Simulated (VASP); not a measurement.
TiAu, 2 atoms in the cell. The structure is cubic, space group Pm-3m (No. 221). The conventional cell has a = 3.254 Å, b = 3.254 Å, c = 3.254 Å, α = 90.00°, β = 90.00°, γ = 90.00°. Within 3.7 Å of Ti (site symmetry m-3m) lie 8 Au at 2.82 Å and 6 Ti at 3.25 Å. Au (site symmetry m-3m) has 8 Ti at 2.82 Å and 6 Au at 3.25 Å within 3.7 Å. 

```yaml
Program: VASP 6.6.1
Task: relaxation of cell and atoms
Functional: PBEsol
Dispersion: D4
Potentials_or_basis: VASP PAW PBE potentials, release 64 (Ti_sv, Au)
Cutoff: 600 eV
k_mesh: 7 × 7 × 7
Occupations: fermi-dirac, width 0.1 eV
Spin: no spin polarisation
Target_pressure: 30 GPa
Dipole_correction: no
Further_INCAR_settings: ALGO = Normal; EDIFF = 1e-06; IBRION = 2; EDIFFG = -0.01; NSW = 50; ISIF = 3
```

Potentials or basis: VASP PAW PBE potentials, release 64 (Ti_sv, Au).

Run with:

```console
$ cat potpaw_PBE.64/Ti_sv/POTCAR potpaw_PBE.64/Au/POTCAR > POTCAR
$ mpirun -np 1 vasp_std > vasp.out
```

Hardware: 1 thread of Intel(R) Xeon(R) 6975P-C (Granite Rapids), with other jobs on the host.

Problem. How long does it take, and how much memory?

Solution. It took 58 s on 1 thread of Intel(R) Xeon(R) 6975P-C (Granite Rapids), with other jobs on the host, peak memory 0.18 GiB. Counts: scf iterations 100, k points 20, ion steps 16.
